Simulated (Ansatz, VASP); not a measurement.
Two plane-wave programs on Re

```xyz
2
Lattice="2.7442 0.0000 0.0000 -1.3721 2.3765 0.0000 0.0000 0.0000 27.2063" Properties=species:S:1:pos:R:3 pbc="T T T"
Re    0.0000    0.0000    9.1326
Re    0.0000    0.0000    6.8674
```

Alike in both runs: functional PBE; k mesh 6 × 6 × 1; occupations gaussian, width 0.1 eV; no spin polarisation.

Ansatz relaxed the structure, and its values are those at the end. VASP's run is a single point on that final structure, the one shown.

```csv
,VASP,Ansatz
version,VASP 6.6.1,Ansatz 0.2.0
potentials or method,"VASP PAW PBE potentials, release 64 (Re_sv_GW), cutoff 410 eV","scalar-relativistic, plane waves, PAW"
valence electrons in the cell,30,30
```

|  | VASP | Ansatz | Ansatz less VASP |
| --- | --- | --- | --- |
| gap on the k mesh at the Fermi level (eV) | none | none | - |
| rms of the force components (eV/Å) | 0.024 | 0.001 | -0.0238 |

A gap of «none» marks a metal or a gap that the smearing closes. The functional is the same, so the differences come from potentials, cutoffs and numerics. Ansatz's warnings: slab cell height set.

The k mesh is coarse, so the values compare programs but aren't converged. Neither program's run includes spin-orbit coupling.
